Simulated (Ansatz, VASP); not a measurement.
# S: VASP beside Ansatz

```
S
1.0
     4.02136    0.00000    0.00000
    -2.01068    3.48260    0.00000
     0.00000    0.00000    6.43212
S
4
Cartesian
  0.0000 0.0000 1.6080
  0.0000 0.0000 4.8241
  0.0000 2.3217 4.8241
  2.0107 1.1609 1.6080
```

Alike in both runs: functional r2SCAN; k mesh 6 × 6 × 2; occupations gaussian, width 0.1 eV; no spin polarisation.

Ansatz relaxed the structure, and its values are those at the end. VASP's run is a single point on that final structure, the one shown.

|  | VASP | Ansatz |
| --- | --- | --- |
| version | VASP 6.6.1 | Ansatz 0.2.0 |
| potentials or method | VASP PAW PBE potentials, release 64 (S), cutoff 520 eV | scalar-relativistic, plane waves, PAW |
| valence electrons in the cell | 24 | 24 |

|  | VASP | Ansatz | Ansatz less VASP |
| --- | --- | --- | --- |
| gap on the k mesh at the Fermi level (eV) | none | none | - |
| pressure (GPa) | -0.4 | -0.1 | +0.23 |

VASP's potentials were made for PBE, not for r2SCAN. A gap of «none» marks a metal or a gap that the smearing closes.

The k mesh is coarse, so the values compare programs but aren't converged.
